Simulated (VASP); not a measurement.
Mo, 2 atoms in the cell. The structure is cubic, space group Fd-3m (No. 227). Conventional cell: a = 5.167 Å, b = 5.167 Å, c = 5.167 Å, α = 90.00°, β = 90.00°, γ = 90.00°. Within 3.0 Å of Mo (site symmetry -43m) lie 4 Mo at 2.24 Å. This isn't the form of Mo at room conditions, which is bcc.

```yaml
Program: VASP 6.6.1
Task: single point
Functional: PBE
Potentials_or_basis: VASP PAW PBE potentials, release 64 (Mo_sv)
Cutoff: 520 eV
k_mesh: 14 × 14 × 14
Occupations: fermi-dirac, width 0.05 eV
Spin: no spin polarisation
Hubbard_terms: Mo d U = 6.0 eV
Dipole_correction: no
Further_INCAR_settings: ALGO = Normal; EDIFF = 1e-06; NBANDS = 21
```

Potentials or basis: VASP PAW PBE potentials, release 64 (Mo_sv).

Run with:

```bash
$ cat potpaw_PBE.64/Mo_sv/POTCAR > POTCAR
$ mpirun -np 1 vasp_std > vasp.out
```

Hardware: 1 thread of Intel(R) Xeon(R) 6975P-C (Granite Rapids) (shared host).

Task: How long does it take, and how much memory?

Result: Run time: 32 s on 1 thread of Intel(R) Xeon(R) 6975P-C (Granite Rapids) (shared host), peak memory 0.19 GiB. Counts: scf iterations 13, k points 104.
